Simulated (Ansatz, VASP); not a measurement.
## CdS in VASP and in Ansatz

```
Cd S
1.0
     0.00000    2.91228    2.91228
     2.91228    0.00000    2.91228
     2.91228    2.91228    0.00000
Cd S
1 1
Direct
  0.00000 0.00000 0.00000
  0.25000 0.25000 0.25000
```

Alike in both runs: task single point; functional LDA; k mesh 8 × 8 × 8; occupations gaussian, width 0.02 eV; no spin polarisation.

```csv
,VASP,Ansatz
version,VASP 6.6.1,Ansatz 0.2.0
potentials or method,"VASP PAW LDA potentials, release 64 (Cd, S), cutoff 520 eV","scalar-relativistic, plane waves, PAW"
valence electrons in the cell,18,26
```

Ansatz gave:

```
gap on the k mesh at the Fermi level (eV) : 0.87
least direct gap on the mesh (eV)         : 0.87
pressure (GPa)                            : -2.2
```

Task: Which values does VASP return?

Result: gap on the k mesh at the Fermi level (eV): 0.90; least direct gap on the mesh (eV): 0.90; pressure (GPa): -1.7.

LDA's correlation is that of Perdew and Zunger in VASP and of Perdew and Wang (1992) in Ansatz. VASP's potentials hold 18 valence electrons a cell and Ansatz's 26, so a difference there can come from the potentials and not from the codes.
